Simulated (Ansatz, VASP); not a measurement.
Nb: VASP beside Ansatz

INCAR

```
PREC = Accurate
ENCUT = 520
EDIFF = 1E-6
ISMEAR = -1
SIGMA = 0.08
LREAL = False
LASPH = True
NELM = 60
ALGO = Normal
ISIF = 2
LWAVE = False
LCHARG = False
GGA = PE
NBANDS = 12
```

KPOINTS

```
Automatic mesh
0
Gamma
  17 17 17
```

File POSCAR:

```
Nb
1.0
    0.0000000000      1.8730635710      1.8730635710
    1.8730635710      0.0000000000      1.8730635710
    1.8730635710      1.8730635710      0.0000000000
Nb
1
Direct
    0.0000000000      0.0000000000      0.0000000000
```

Input for Ansatz:

```yaml
crystal:
  lattice:
    - [0.0, 1.873063571, 1.873063571]
    - [1.873063571, 0.0, 1.873063571]
    - [1.873063571, 1.873063571, 0.0]
  atoms:
    - { symbol: Nb, position: [0.0, 0.0, 0.0] }
kpoints:
  mp_grid: { grid: [17, 17, 17] }
scf:
  occupations: { method: fermi_dirac, width: 0.08 }
hamiltonian:
  xc: pbe
  pseudopotentials: { kind: all_electron, lapw: { basis_error: 0.001 } }
output:
  forces: true
  stress: true
  eigenvalues: true
  populations: true
```

Change from the starting cell: volume scaled by 0.7, LAPW.

Alike in both runs: task single point; functional PBE; k mesh 17 × 17 × 17; occupations fermi-dirac, width 0.08 eV; no spin polarisation.

|  | VASP | Ansatz |
| --- | --- | --- |
| version | VASP 6.6.1 | Ansatz 0.2.0 |
| potentials or method | VASP PAW PBE potentials, release 64 (Nb_sv), cutoff 520 eV | all-electron LAPW, scalar-relativistic |

|  | VASP | Ansatz | Ansatz less VASP |
| --- | --- | --- | --- |
| pressure (GPa) | 106.8 | 107.0 | +0.26 |

Both programs put the cell under a high pressure, so it lies far from rest at this level. Ansatz ran all-electron here, and VASP with PAW potentials.

Noted on VASP's run: the cell as given lies far from equilibrium.
